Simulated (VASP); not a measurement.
Here is a VASP 6.6.1 calculation.

File INCAR:

```
SYSTEM = Mg
PREC = Accurate
ENCUT = 520
EDIFF = 1E-7
ISMEAR = -1
SIGMA = 0.05
LREAL = .False.
LASPH = .True.
NELM = 100
ALGO = Normal
ISIF = 2
LWAVE = .False.
LCHARG = .True.
GGA = CA
LELF = .True.
LVHAR = .True.
NBANDS = 12
```

The input KPOINTS:

```
Automatic mesh
0
Gamma
  10 10 3
  0 0 0
```

File POSCAR:

```
Mg
1.0
    3.2391326931      0.0000000000      0.0000000000
   -1.6195663465      2.8051711984      0.0000000000
    0.0000000000      0.0000000000     10.5212440182
Mg
4
Direct
    0.6666666667      0.3333333333      0.7500000000
    0.0000000000      0.0000000000      0.5000000000
    0.3333333333      0.6666666667      0.2500000000
    0.0000000000      0.0000000000      0.0000000000
```

Potentials or basis: VASP PAW LDA potentials, release 64 (Mg).

The run is started by

```console
$ cat potpaw_LDA.64/Mg/POTCAR > POTCAR
$ mpirun -np 1 vasp_std > vasp.out
```

(1) Estimate the band gap on the k mesh.

(2) Predict the pressure.

## Answers

(1) zero (bands 4 and 5 overlap by 1.97 eV).

(2) -3.3 GPa.

Caveat: the cell stands under tension.
